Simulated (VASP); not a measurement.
Wanted: the native input for a VASP 6.6.1 run.

* Task: single point
* Functional: PBE
* Potentials or basis: VASP PAW PBE potentials, release 64 (Al, Cl)
* Cutoff: 520 eV
* k mesh: 5 × 5 × 4
* Occupations: fermi-dirac, width 0.005 eV
* Spin: no spin polarisation
* Dipole correction: no
* Further INCAR settings: ALGO = Normal; EDIFF = 1e-06; NBANDS = 14

The structure of Al2Cl lies in POSCAR:

```
Al2Cl
1.0
    3.7891741700      0.0000000000      0.0000000000
    0.0000000000      3.7891741700      0.0000000000
    0.0000000000      0.0000000000      4.7668408700
Al Cl
2 1
Direct
    0.4999800000      0.0023650000      0.3483520000
   -0.0062180000      0.4843420000      0.3410360000
   -0.0050410000     -0.0057340000      0.3904520000
```

These files were run (other wordings do the same):

INCAR

```
ALGO = Normal
EDIFF = 1E-6
ENCUT = 520
GGA = PE
ISIF = 2
ISMEAR = -1
LASPH = T
LCHARG = F
LREAL = F
LWAVE = F
NBANDS = 14
NELM = 100
PREC = Accurate
SIGMA = 0.005
```

KPOINTS

```
k-points
0
Gamma
  5 5 4
```

Potentials or basis: VASP PAW PBE potentials, release 64 (Al, Cl).

Launch:

```console
$ cat potpaw_PBE.64/Al/POTCAR potpaw_PBE.64/Cl/POTCAR > POTCAR
$ mpirun -np 1 vasp_std > vasp.out
```

It gave:

```json
{"Pressure": "51.1 GPa", "Largest force": "5.099 eV/Å", "Band gap on the k mesh": "zero (an odd number of electrons rules out a gap without spin polarisation)"}
```

Caveat: the cell stands under pressure; an odd number of electrons without spin polarisation forces a metal; a magnetic or distorted state may lie lower.

Run time: 62 s on 1 thread of Intel Xeon 8259CL, on a shared host, peak memory 0.19 GiB.
